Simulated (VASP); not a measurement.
Here is a VASP 6.6.1 calculation.

File POSCAR:

```
Ge
1.0
   -2.4274844514      2.5781968159      1.3975615138
    2.4274844514     -2.5781968159      1.3975615138
    2.4274844514      2.5781968159     -1.3975615138
Ge
2
Direct
    0.1859400000      0.9359400000      0.2500000000
    0.8140600000      0.0640600000      0.7500000000
```

INCAR.step1

```
  PREC = Accurate
  ENCUT = 520
  ISMEAR = 1
  SIGMA = 0.1
  LREAL = F
  LASPH = T
  NELM = 80
  NBANDS = 21
  GGA = PE
  ALGO = Normal
  EDIFF = 1E-4
  LWAVE = T
  LCHARG = F
```

The input INCAR.step2:

```
  PREC = Accurate
  ENCUT = 520
  EDIFF = 1E-6
  ISMEAR = 1
  SIGMA = 0.1
  LREAL = F
  LASPH = T
  NELM = 80
  ALGO = Normal
  ISIF = 2
  LWAVE = F
  LCHARG = F
  METAGGA = R2SCAN
  LMIXTAU = T
  NBANDS = 21
  ISTART = 1
```

File KPOINTS:

```
Automatic mesh
0
Gamma
  11 11 11
```

Potentials or basis: VASP PAW PBE potentials, release 64 (Ge_d).

Run with:

```bash
$ cat potpaw_PBE.64/Ge_d/POTCAR > POTCAR
$ cp INCAR.step1 INCAR
$ mpirun -np 1 vasp_std > vasp.out
$ cp INCAR.step2 INCAR
$ mpirun -np 1 vasp_std > vasp.out
```

Problem. Predict the largest force.

Solution. 0.072 eV/Å.

Problem. Predict the band gap on the k mesh.

Solution. Zero (bands 14 and 15 overlap by 6.20 eV).

Problem. Estimate the pressure.

Solution. 5.7 GPa.

Stress tensor (GPa, compression positive):
```
6.74 0.00 0.00
0.00 4.74 0.00
0.00 0.00 5.75
```

Caveat: the cell stands under pressure; the PAW data sets were made with another functional, which shifts forces and pressure a little.
